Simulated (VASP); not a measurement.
Set up this calculation in VASP 6.6.1, as the native input.

- Task: relaxation of cell and atoms
- Functional: PBE
- Potentials or basis: VASP PAW PBE potentials, release 64 (W_sv)
- Cutoff: 600 eV
- k mesh: 18 × 18 × 18
- Occupations: gaussian, width 0.1 eV
- Spin: no spin polarisation
- Dipole correction: no
- Further INCAR settings: ALGO = Normal; EDIFF = 1e-06; IBRION = 2; EDIFFG = -0.005; NSW = 100; ISIF = 3

The structure of W lies in POSCAR:

```
W
1.0
    0.0000000000     -2.0300000000     -2.0300000000
    2.0300000000      0.0000000000     -2.0300000000
    2.0300000000     -2.0300000000      0.0000000000
W
1
Direct
    0.0000000000      0.0000000000      0.0000000000
```

The input as run:

INCAR

```
SYSTEM = W
  PREC = Accurate
  ENCUT = 600
  EDIFF = 1E-6
  ISMEAR = 0
  SIGMA = 0.1
  LREAL = .False.
  LASPH = .True.
  NELM = 60
  ALGO = Normal
  ISIF = 3
  LWAVE = .False.
  LCHARG = .False.
  GGA = PE
  IBRION = 2
  NSW = 100
  EDIFFG = -0.005
```

KPOINTS

```
Automatic mesh
0
Gamma
  18 18 18
  0 0 0
```

Potentials or basis: VASP PAW PBE potentials, release 64 (W_sv).

Launch:

```console
$ cat potpaw_PBE.64/W_sv/POTCAR > POTCAR
$ mpirun -np 1 vasp_std > vasp.out
```

It gave:

```json
{
  "Relaxed volume": "16.48 Å³/atom",
  "Relaxed cell": "a = 2.856 Å, b = 2.856 Å, c = 2.856 Å, α = 60.00°, β = 60.00°, γ = 60.00°",
  "Space group after relaxing (to 0.05 Å)": "Fm-3m (No. 225)",
  "Energy gained by relaxing": "3.3 meV/atom",
  "Ionic steps": "4",
  "Pressure after relaxing": "0.0 GPa",
  "Band gap on the k mesh": "zero (band 7 reaches 13.46 eV, above the bottom of band 8 at 9.88 eV)"
}
```

Caveat: spin-orbit coupling is left out, which moves the levels of the heavy elements.

It took 44 s on 1 thread of AMD EPYC 9R45 96-Core Processor (Zen 5), with other jobs on the host, peak memory 0.15 GiB.
